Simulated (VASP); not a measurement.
# Pb (Fm-3m) in VASP: a series of runs

Aim: see how the results for Pb move with the level of theory and the settings. Levels: BLYP, LDA. Tasks: single point.

Everything below comes from runs of VASP 6.6.1. Logs are shortened: lines on timing, memory, paths and dates and some standing lists are left out, and cuts for length are marked.

**1. The cell of the first run**

Symmetry: Fm-3m, No. 225, cubic system. Conventional cell: a = 4.950 Å, b = 4.950 Å, c = 4.950 Å, α = 90.00°, β = 90.00°, γ = 90.00°. Pb (site symmetry m-3m) has 12 Pb at 3.50 Å within 4.6 Å.

**2. Single point, BLYP**

INCAR reads:

```
SYSTEM = Pb
PREC     = Accurate       ! precision mode
ENCUT    = 500            ! plane-wave cutoff, eV
EDIFF    = 1E-6           ! SCF threshold, eV
ISMEAR   = -1             ! smearing method
SIGMA    = 0.1            ! smearing width, eV
LREAL    = .False.        ! projectors in reciprocal space
LASPH    = .True.         ! aspherical terms in the spheres
NELM     = 120            ! most SCF steps
ALGO     = Normal         ! electronic algorithm
ISIF     = 2              ! what is computed and relaxed
LWAVE    = .False.        ! write WAVECAR
LCHARG   = .False.        ! write CHGCAR
GGA      = B5             ! functional
ALDAX    = 1.0          
AGGAX    = 1.0          
AGGAC    = 1.0          
ALDAC    = 0.0          
NBANDS   = 13             ! bands
GGA_COMPAT= .False.
```

KPOINTS reads:

```
Automatic mesh
0
Gamma
  5 5 5
  0 0 0
```

POSCAR reads:

```
Pb
1.0
    0.0000000000      2.4750200000      2.4750200000
    2.4750200000      0.0000000000      2.4750200000
    2.4750200000      2.4750200000      0.0000000000
Pb
1
Direct
    0.0000000000      0.0000000000      0.0000000000
```

Potentials or basis: VASP PAW PBE potentials, release 64 (Pb_d).

On the command line:

```bash
$ cat potpaw_PBE.64/Pb_d/POTCAR > POTCAR
$ mpirun -np 1 vasp_std > vasp.out
```

OUTCAR:

```text
SYSTEM = Pb
   PREC = Accurate
   ENCUT = 500
   EDIFF = 1E-6
   ISMEAR = -1
   LREAL = .False.
   LASPH = .True.
   NELM = 120
   ISIF = 2
   GGA = B5

 ion  position               nearest neighbor table
   1  0.000  0.000  0.000-

  LATTYP: Found a face centered cubic cell.
 ALAT       =     4.9500400000

  Lattice vectors:

 A1 = (   0.0000000000,   2.4750200000,   2.4750200000)
 A2 = (   2.4750200000,   0.0000000000,   2.4750200000)
 A3 = (   2.4750200000,   2.4750200000,   0.0000000000)

Analysis of symmetry for initial positions (statically):
=====================================================================
 Subroutine PRICEL returns:
 Original cell was already a primitive cell.

 Routine SETGRP: Setting up the symmetry group for a
 face centered cubic supercell.

 Subroutine GETGRP returns: Found 48 space group operations
 (whereof 48 operations were pure point group operations)
 out of a pool of 48 trial point group operations.

The static configuration has the point symmetry O_h .

Analysis of symmetry for dynamics (positions and initial velocities):
=====================================================================
 Subroutine PRICEL returns:
 Original cell was already a primitive cell.

 Routine SETGRP: Setting up the symmetry group for a
 face centered cubic supercell.

 Subroutine GETGRP returns: Found 48 space group operations
 (whereof 48 operations were pure point group operations)
 out of a pool of 48 trial point group operations.

The dynamic configuration has the point symmetry O_h .

 Subroutine INISYM returns: Found 48 space group operations
 (whereof 48 operations are pure point group operations),
 and found     1 'primitive' translations

----------------------------------------------------------------------------------------

                                     Primitive cell

  volume of cell :      30.3226

  direct lattice vectors                    reciprocal lattice vectors
     0.000000000  2.475020000  2.475020000    -0.202018570  0.202018570  0.202018570
     2.475020000  0.000000000  2.475020000     0.202018570 -0.202018570  0.202018570
     2.475020000  2.475020000  0.000000000     0.202018570  0.202018570 -0.202018570

  length of vectors
     3.500206851  3.500206851  3.500206851     0.349906427  0.349906427  0.349906427

  position of ions in fractional coordinates (direct lattice)
     0.000000000  0.000000000  0.000000000

  ion indices of the primitive-cell ions
[... 65 lines left out ...]
   ISIF   =      2    stress and relaxation
   ISYM   =      2    0-nonsym 1-usesym 2-fastsym
   POTIM  = 0.5000    time-step for ionic-motion
   TEBEG  =    0.0;   TEEND  =   0.0 temperature during run
   PSTRESS=    0.0 pullay stress
   NELECT =      14.0000    total number of electrons
   NUPDOWN=      -1.0000    fix difference up-down
   EMIN   =  10.00;   EMAX   =-10.00  energy-range for DOS
   EFERMI =   0.00;   METHOD = LEGACY
   ISMEAR =    -1;   SIGMA  =   0.10  broadening in eV -4-tet -1-fermi 0-gaus
   EFERMI_NEDOS =   21; number of points for ismear=-14 and -15
   IALGO  =     38    algorithm
   IMIX   =      4    mixing-type and parameters
     AMIX     =   0.40;   BMIX     =  1.00
     AMIX_MAG =   1.60;   BMIX_MAG =  1.00
  volume/ion in A,a.u.               =      30.32       204.63
  Fermi-wavevector in a.u.,A,eV,Ry     =   1.265306  2.391081 21.782907  1.600999
  Thomas-Fermi vector in A             =   2.398566
   LORBIT       =      0    0 simple, 1 ext, 2 COOP (PROOUT), +10 PAW based schemes
   GGA     = B5    functional components
   LHFCALC =     F    Hartree Fock is set to
   AEXX    =    0.0000 exact exchange contribution
   IVDW    =     0    specifies the selected vdW correction
   LEPSILON=     F    determine dielectric tensor
   LRPA    =     F    only Hartree local field effects (RPA)
 non-spin polarized calculation
  energy-cutoff  :      500.00
  volume of cell :       30.32
 maximum number of plane-waves:       785
 NGX is ok and might be reduce to    28
   NGX = 13   NGY = 13   NGZ = 13

 number of electron      13.9999999 magnetization

 Free energy of the ion-electron system (eV)
  ---------------------------------------------------
  ext. energy  EPLUGINS =         0.00000000
  ---------------------------------------------------
  free energy    TOTEN  =        -2.78117388 eV

  energy without entropy =       -2.75111291  energy(sigma->0) =       -2.76614340

 E-fermi :   7.5489     XC(G=0):  -9.5944

 val. band max:        7.4891038946   @ k =  -0.4000   0.4000   0.2000
 cond. band min:       7.9993305802   @ k =  -0.2000   0.2000   0.0000
 fundamental gap:      0.5102266856
 Fermi energy:         7.5488504907

 k-point     1 :       0.0000    0.0000    0.0000
  band No.  band energies     occupation
      1      -9.3134      2.00000
      2      -9.3134      2.00000
      3      -9.3134      2.00000
      4      -9.1716      2.00000
      5      -9.1716      2.00000
      6      -4.0125      2.00000
      7      15.0132      0.00000
      8      15.0132      0.00000
      9      15.0132      0.00000
     10      17.8302      0.00000
     11      19.6005      0.00000
     12      20.3872      0.00000
     13      20.3872      0.00000
[... 130 lines left out ...]
  band No.  band energies     occupation
      1      -9.3155      2.00000
      2      -9.3037      2.00000
      3      -9.1930      2.00000
      4      -9.0982      2.00000
      5      -9.0343      2.00000
      6       0.3476      2.00000
      7       5.9892      2.00000
      8       7.4891      1.29015
      9       9.4159      0.00000
     10      17.7125      0.00000
     11      18.7774      0.00000
     12      20.2254      0.00000
     13      23.9330      0.00000

------------------------ aborting loop because EDIFF is reached ----------------------------------------

  FORCE on cell =-STRESS in cart. coord.  units (eV):
  Direction    XX          YY          ZZ          XY          YZ          ZX
  --------------------------------------------------------------------------------------
  -------------------------------------------------------------------------------------
  Total        1.0758561      1.0758561      1.0758561     -0.0000000     -0.0000000     -0.0000000
  in kB       56.8458331     56.8458331     56.8458331     -0.0000000     -0.0000000     -0.0000000
  external PRESSURE =      56.8458331 kB  Pullay stress =       0.0000000 kB

 VOLUME and BASIS-vectors are now :
 -----------------------------------------------------------------------------
  energy-cutoff  :      500.00
  volume of cell :       30.32
      direct lattice vectors                 reciprocal lattice vectors
     0.000000000  2.475020000  2.475020000    -0.202018570  0.202018570  0.202018570
     2.475020000  0.000000000  2.475020000     0.202018570 -0.202018570  0.202018570
     2.475020000  2.475020000  0.000000000     0.202018570  0.202018570 -0.202018570

 POSITION                                       TOTAL-FORCE (eV/Angst)
 -----------------------------------------------------------------------------------
      0.00000      0.00000      0.00000         0.000000      0.000000     -0.000000
 -----------------------------------------------------------------------------------
    total drift:                               -0.000000     -0.000000     -0.000000

  FREE ENERGIE OF THE ION-ELECTRON SYSTEM (eV)
  ---------------------------------------------------
  free  energy   TOTEN  =        -2.7811738793 eV

  energy  without entropy=       -2.7511129150  energy(sigma->0) =       -2.76614340
```

OSZICAR:

```text
N       E                     dE             d eps       ncg     rms          rms(c)
DAV:   1     0.104203659259E+03    0.10420E+03   -0.69093E+03   260   0.124E+03
DAV:   2     0.183295317201E+01   -0.10237E+03   -0.99748E+02   270   0.309E+02
DAV:   3    -0.270668980860E+01   -0.45396E+01   -0.45305E+01   323   0.699E+01
DAV:   4    -0.280560526570E+01   -0.98915E-01   -0.98890E-01   318   0.111E+01
DAV:   5    -0.280988143207E+01   -0.42762E-02   -0.42758E-02   361   0.206E+00    0.877E-01
DAV:   6    -0.278531623028E+01    0.24565E-01   -0.38037E-02   315   0.367E+00    0.350E-01
DAV:   7    -0.278125770424E+01    0.40585E-02   -0.13735E-02   340   0.203E+00    0.761E-02
DAV:   8    -0.278119320236E+01    0.64502E-04   -0.73345E-04   335   0.405E-01    0.165E-02
DAV:   9    -0.278117857076E+01    0.14632E-04   -0.34827E-05   335   0.100E-01    0.760E-03
DAV:  10    -0.278117389735E+01    0.46734E-05   -0.39114E-06   315   0.237E-02    0.451E-04
DAV:  11    -0.278117387928E+01    0.18075E-07   -0.90903E-08   205   0.299E-03
   1 F= -.27811739E+01 E0= -.27661434E+01  d E =-.300610E-01
```

stdout:

```text
POSCAR found type information on POSCAR Pb
 POSCAR found :  1 types and       1 ions
 scaLAPACK will be used
 -----------------------------------------------------------------------------
|                                                                             |
|                                                                             |
|     You enforced a specific xc type in the INCAR file but a different       |
|     I HOPE YOU KNOW WHAT YOU ARE DOING!                                     |
|                                                                             |
 -----------------------------------------------------------------------------

 LDA part: xc-table for (Slater(with rela. corr.)+VWN5), standard interpolation
 POSCAR, INCAR and KPOINTS ok, starting setup
 FFT: planning ... GRIDC
 FFT: planning ... GRID_SOFT
 FFT: planning ... GRID
 WAVECAR not read
 entering main loop
```

Run time: 20 s. Hardware: 1 thread of Intel Xeon 8259CL, shared host; peak memory 0.15 GiB.

Results:

```yaml
Free_energy: -2.7812 eV
Pressure: 5.7 GPa
Band_gap_on_the_k_mesh: zero (band 7 reaches 15.01 eV, above the bottom of band 8 at 7.26 eV)
```

Caveat: the k points lie up to 0.44 Å⁻¹ apart; the PAW data sets were made with another functional, which shifts forces and pressure a little; spin-orbit coupling is left out, which moves the levels of the heavy elements.

**3. Single point, LDA**

INCAR reads:

```
ALGO = Normal
EDIFF = 1E-6
ENCUT = 500
GGA = CA
GGA_COMPAT = F
ISIF = 2
ISMEAR = -1
LASPH = T
LCHARG = F
LREAL = F
LWAVE = F
NBANDS = 13
NELM = 120
PREC = Accurate
SIGMA = 0.1
```

KPOINTS reads:

```
k-points
0
Gamma
  5 5 5
```

POSCAR is that of step 2.

Potentials or basis: VASP PAW LDA potentials, release 64 (Pb_d).

On the command line:

```bash
$ cat potpaw_LDA.64/Pb_d/POTCAR > POTCAR
$ mpirun -np 1 vasp_std > vasp.out
```

Wall time 8.7 s (1 thread of Intel Xeon 8259CL, shared host); peak memory 0.13 GiB.

It converged, with:

```
Free energy            : -4.2318 eV
Pressure               : -2.4 GPa
Band gap on the k mesh : zero (band 7 reaches 14.35 eV, above the bottom of band 8 at 6.42 eV)
```

Levels at points of the mesh, in eV from the Fermi level:
```tsv
k point	band 3	band 4	band 5	band 6	band 7	band 8	band 9	band 10	band 11	band 12
(0.00, 0.00, 0.00)	-16.76	-16.61	-16.61	-11.50	7.61	7.61	7.61	10.10	11.73	12.78
```

Caveat: the k points lie up to 0.44 Å⁻¹ apart; spin-orbit coupling is left out, which moves the levels of the heavy elements.
